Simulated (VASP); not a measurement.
# CoO (Fm-3m) in VASP: further runs, part 3 of 3

VASP 6.6.1. Earlier steps stand in the parts before.

### 5 Vibrations by perturbation theory, LDA, collinear spin, ferromagnetic start

Contents of INCAR:

```
SYSTEM = CoO
ALGO     = Normal         ! electronic algorithm
EDIFF    = 1E-8           ! SCF threshold, eV
ENCUT    = 520            ! plane-wave cutoff, eV
GGA      = CA             ! functional
IBRION   = 8              ! ionic algorithm
ISIF     = 2              ! what is computed and relaxed
ISMEAR   = -1             ! smearing method
ISPIN    = 2              ! spin polarisation
LASPH    = .True.         ! aspherical terms in the spheres
LCHARG   = .False.        ! write CHGCAR
LMAXMIX  = 4              ! l up to which the mixer works
LORBIT   = 11             ! projections on sites
LREAL    = .False.        ! projectors in reciprocal space
LWAVE    = .False.        ! write WAVECAR
MAGMOM   = 2 0            ! initial moments
NBANDS   = 18             ! bands
NELM     = 150            ! most SCF steps
NSW      = 1              ! ionic steps
PREC     = Accurate       ! precision mode
SIGMA    = 0.05           ! smearing width, eV
```

Contents of KPOINTS:

```
k-points
0
Gamma
  8 8 8
  0 0 0
```

Contents of POSCAR:

```
CoO
1.0
    0.0000000000      2.1315000000      2.1315000000
    2.1315000000      0.0000000000      2.1315000000
    2.1315000000      2.1315000000      0.0000000000
Co O
1 1
Direct
    0.0000000000      0.0000000000      0.0000000000
    0.5000000000      0.5000000000      0.5000000000
```

Potentials or basis: VASP PAW LDA potentials, release 64 (Co, O).

Started as:

```bash
$ cat potpaw_LDA.64/Co/POTCAR potpaw_LDA.64/O/POTCAR > POTCAR
$ mpirun -np 1 vasp_std > vasp.out
```

OUTCAR:

```text
SYSTEM = CoO
   EDIFF = 1E-8
   ENCUT = 520
   GGA = CA
   IBRION = 8
   ISIF = 2
   ISMEAR = -1
   ISPIN = 2
   LASPH = .True.
   LORBIT = 11
   LREAL = .False.
   NELM = 150
   NSW = 1
   PREC = Accurate

 ion  position               nearest neighbor table
   1  0.000  0.000  0.000-   2 2.13   2 2.13   2 2.13   2 2.13   2 2.13   2 2.13
   2  0.500  0.500  0.500-   1 2.13   1 2.13   1 2.13   1 2.13   1 2.13   1 2.13

  LATTYP: Found a face centered cubic cell.
 ALAT       =     4.2630000000

  Lattice vectors:

 A1 = (   0.0000000000,   2.1315000000,   2.1315000000)
 A2 = (   2.1315000000,   0.0000000000,   2.1315000000)
 A3 = (   2.1315000000,   2.1315000000,   0.0000000000)

Analysis of symmetry for initial positions (statically):
[... 25 lines left out ...]
The dynamic configuration has the point symmetry O_h .

Analysis of structural, dynamic, and magnetic symmetry:
=====================================================================
 Subroutine PRICEL returns:
[... 7 lines left out ...]
 out of a pool of 48 trial point group operations.

The overall configuration has the point symmetry O_h .

 Subroutine INISYM returns: Found 48 space group operations
[... 5 lines left out ...]
                                     Primitive cell

  volume of cell :      19.3681

  direct lattice vectors                    reciprocal lattice vectors
     0.000000000  2.131500000  2.131500000    -0.234576589  0.234576589  0.234576589
     2.131500000  0.000000000  2.131500000     0.234576589 -0.234576589  0.234576589
     2.131500000  2.131500000  0.000000000     0.234576589  0.234576589 -0.234576589

  length of vectors
     3.014396208  3.014396208  3.014396208     0.406298571  0.406298571  0.406298571

  position of ions in fractional coordinates (direct lattice)
     0.000000000  0.000000000  0.000000000
     0.500000000  0.500000000  0.500000000

  ion indices of the primitive-cell ions
   primitive index   ion index
[... 1187 lines left out ...]
--------------------------------------- Ionic step        7  -------------------------------------------

 Free energy of the ion-electron system (eV)
  ---------------------------------------------------
  ---------------------------------------------------
  free energy    TOTEN  =        -0.34977245 eV

  energy without entropy =       -0.34977246

------------------------ aborting loop because EDIFF is reached ----------------------------------------

 INTERNAL STRAIN TENSOR  FOR ION    2  DIRECTION 1   (eV/Angst):
 -----------------------------------------------------------------------------
    -0.00615 -0.00000  0.00000
     0.00000  0.00750  0.00000
     0.00000  0.00000  0.00750

 INTERNAL STRAIN TENSOR FOR ION    2 for displacements in x,y,z  (eV/Angst):
          X           Y           Z          XY          YZ          ZX
  --------------------------------------------------------------------------------
  x     0.00000     0.00000     0.00000     0.00000     0.00000     0.00000
  y     0.00000     0.00000     0.00000     0.00000     0.00000     0.00000
  z     0.00000     0.00000     0.00000     0.00000     0.00000     0.00000

 SECOND DERIVATIVES (NOT SYMMETRIZED)
 ------------------------------------
               1X          1Y          1Z          2X          2Y          2Z
  1X     0.962817    0.000000    0.000000   -0.962817    0.000000    0.000000
  1Y     0.000000    0.962817    0.000000    0.000000   -0.962817    0.000000
  1Z     0.000000    0.000000    0.962817    0.000000    0.000000   -0.962817
  2X    -0.959703    0.000000    0.000000    0.959703    0.000000    0.000000
  2Y     0.000000   -0.959703    0.000000    0.000000    0.959703    0.000000
  2Z     0.000000    0.000000   -0.959703    0.000000    0.000000    0.959703

 Eigenvectors and eigenvalues of the dynamical matrix
 ----------------------------------------------------

   1 f  =    0.002869 THz     0.018028 2PiTHz    0.095706 cm-1     0.011866 meV
             X         Y         Z           dx          dy          dz
      0.000000  0.000000  0.000000     0.000000   -0.886528    0.000000
      2.131500  2.131500  2.131500     0.000000   -0.462676    0.000000
[... 21 lines left out ...]
   6 f/i=    4.318839 THz    27.136065 2PiTHz  144.060957 cm-1    17.861274 meV
             X         Y         Z           dx          dy          dz
      0.000000  0.000000  0.000000    -0.462676    0.000000    0.000000
      2.131500  2.131500  2.131500     0.886528    0.000000    0.000000

--------------------------------------------------------------------------------------------------------

 ELASTIC MODULI CONTR FROM IONIC RELAXATION (kBar)
 Direction    XX          YY          ZZ          XY          YZ          ZX
 --------------------------------------------------------------------------------
 XX           0.0000      0.0000      0.0000      0.0000      0.0000      0.0000
 YY           0.0000      0.0000      0.0000      0.0000      0.0000      0.0000
 ZZ           0.0000      0.0000      0.0000      0.0000      0.0000      0.0000
 XY           0.0000      0.0000      0.0000      0.0000      0.0000      0.0000
 YZ           0.0000      0.0000      0.0000      0.0000      0.0000      0.0000
 ZX           0.0000      0.0000      0.0000      0.0000      0.0000      0.0000
 --------------------------------------------------------------------------------

 total charge

# of ion       s       p       d       tot
------------------------------------------
    1        0.296   0.357   7.180   7.833
    2        1.546   3.380   0.000   4.926
--------------------------------------------------
tot          1.842   3.738   7.180  12.759

 magnetization (x)

# of ion       s       p       d       tot
------------------------------------------
    1        0.019   0.018   2.397   2.433
    2        0.028   0.273   0.000   0.302
--------------------------------------------------
tot          0.047   0.291   2.397   2.735
```

Wall time 57 s (1 thread of Intel Xeon 6975P-C (Granite Rapids), shared host); peak memory 0.22 GiB.

What came out:

| Item | Value |
| --- | --- |
| Net moment | 2.80 μB per cell |
| Site moments | Co +2.43; O +0.30 μB |
| Valence electrons inside the program's atomic spheres | Co 7.83; O 4.93 |
| Highest phonon frequency at Γ, LO-TO splitting left out | 0 cm⁻¹ |
| Most unstable mode | 144i cm⁻¹ |

Phonon frequencies in cm⁻¹ (negative: imaginary):
```tsv
q point	frequencies
(0.000, 0.000, 0.000)	-144 -144 -144 0 0 0
```

Caveat: the cell wasn't relaxed at this level first, which shifts response properties; some modes are imaginary; a cell with one magnetic atom can't hold antiferromagnetic order, which such compounds often take.

### 6 The runs side by side

```csv
task,level,potentials or basis,k mesh,k mesh for the DOS,occupations for the DOS,moment (μB)
density of states,PBEsol,"VASP PAW PBE potentials, release 64 (Co, O)",11 × 11 × 11,17 × 17 × 17,tetrahedron,2.94
vibrations by perturbation theory,PBEsol,"VASP PAW PBE potentials, release 64 (Co, O)",8 × 8 × 8,-,-,2.91
vibrations by perturbation theory,LDA,"VASP PAW LDA potentials, release 64 (Co, O)",8 × 8 × 8,-,-,2.80
```

Alike in all rows: spin collinear, ferromagnetic start; cell as given; cutoff (eV) 520; smearing fermi-dirac 0.05 eV.

Caveats: a cell with one magnetic atom can't hold antiferromagnetic order, which such compounds often take; the cell wasn't relaxed at this level first, which shifts response properties (some runs); semilocal functionals often make such compounds metallic where correlation or magnetic order opens a gap, which also shifts bond lengths (some runs); some modes are imaginary (some runs).

Total energies depend on the potentials used, so only differences within one code and one set of settings carry meaning.
